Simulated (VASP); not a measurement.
CoSi2, 3 atoms in the cell. Symmetry: Immm, No. 71, orthorhombic system. Conventional cell: a = 3.790 Å, b = 3.790 Å, c = 5.360 Å, α = 90.00°, β = 90.00°, γ = 90.00°. Within 3.0 Å of Co (site symmetry mmm) lie 8 Si at 2.30 to 2.35 Å. Si (site symmetry mm2) has 4 Co at 2.30 to 2.35 Å and 6 Si at 2.60 to 2.76 Å within 3.0 Å.  This cell differs from its parent crystal: mode 6 frozen in at -0.041 Å, strain +e along z and -e/2 along x and y +0.0000.

| Property | Result |
| --- | --- |
| Program | VASP 6.6.1 |
| Task | single point |
| Functional | PBE |
| Potentials or basis | VASP PAW PBE potentials, release 64 (Co, Si) |
| Cutoff | 520 eV |
| k mesh | 12 × 12 × 12 |
| Occupations | gaussian, width 0.15 eV |
| Spin | no spin polarisation |
| Dipole correction | no |
| Further INCAR settings | ALGO = Normal; EDIFF = 1e-07; NBANDS = 16 |

Potentials or basis: VASP PAW PBE potentials, release 64 (Co, Si).

Launch:

```bash
$ cat potpaw_PBE.64/Co/POTCAR potpaw_PBE.64/Si/POTCAR > POTCAR
$ mpirun -np 1 vasp_std > vasp.out
```

Hardware: 1 thread of Intel Xeon 6975P-C (shared host).

**Question.** How long does it take, and how much memory?

**Answer.** Wall time 2.9 min on 1 thread of Intel Xeon 6975P-C, with other jobs on the host, peak memory 0.29 GiB. Counts: scf iterations 15, k points 280.
